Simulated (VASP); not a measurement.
Write the native input for VASP 6.6.1 that does the following.

```
Task                   : single point
Functional             : LDA
Potentials or basis    : VASP PAW LDA potentials, release 64 (Zn, O)
Cutoff                 : 520 eV
k mesh                 : 8 × 8 × 4
Occupations            : gaussian, width 0.01 eV
Spin                   : no spin polarisation
Dipole correction      : no
Further INCAR settings : ALGO = Normal; EDIFF = 1e-06; NBANDS = 26
```

The structure of ZnO lies in POSCAR:

```
ZnO
1.0
    3.2030815810      0.0000000000      0.0000000000
   -1.6015407905      2.7739500195      0.0000000000
    0.0000000000      0.0000000000      5.1256179656
Zn O
2 2
Direct
    0.3333333333      0.6666666667      0.4989258314
    0.6666666667      0.3333333333     -0.0010741686
    0.6666666667      0.3333333333      0.3800841686
    0.3333333333      0.6666666667      0.8800841686
```

This cell differs from its parent crystal: in-plane strain +0.005, then relaxed in part.

One way to write it, as run:

INCAR

```
SYSTEM = ZnO
PREC = Accurate
ENCUT = 520
EDIFF = 1E-6
ISMEAR = 0
SIGMA = 0.01
LREAL = .False.
LASPH = .True.
NELM = 80
ALGO = Normal
ISIF = 2
LWAVE = .False.
LCHARG = .True.
GGA = CA
LELF = .True.
LVHAR = .True.
NBANDS = 26
```

KPOINTS

```
regular mesh
0
Gamma
  8 8 4
  0 0 0
```

Potentials or basis: VASP PAW LDA potentials, release 64 (Zn, O).

Run with:

```sh
$ cat potpaw_LDA.64/Zn/POTCAR potpaw_LDA.64/O/POTCAR > POTCAR
$ mpirun -np 1 vasp_std > vasp.out
```

Results of the run:

* Pressure: 0.3 GPa
* Band gap on the k mesh: 0.81 eV, direct

Caveat: the cell differs from its parent crystal (in-plane strain +0.005, then relaxed in part).

Run time: 34 s on 1 thread of AMD EPYC 7R13 Processor (Zen 3), on a shared host, peak memory 0.12 GiB.
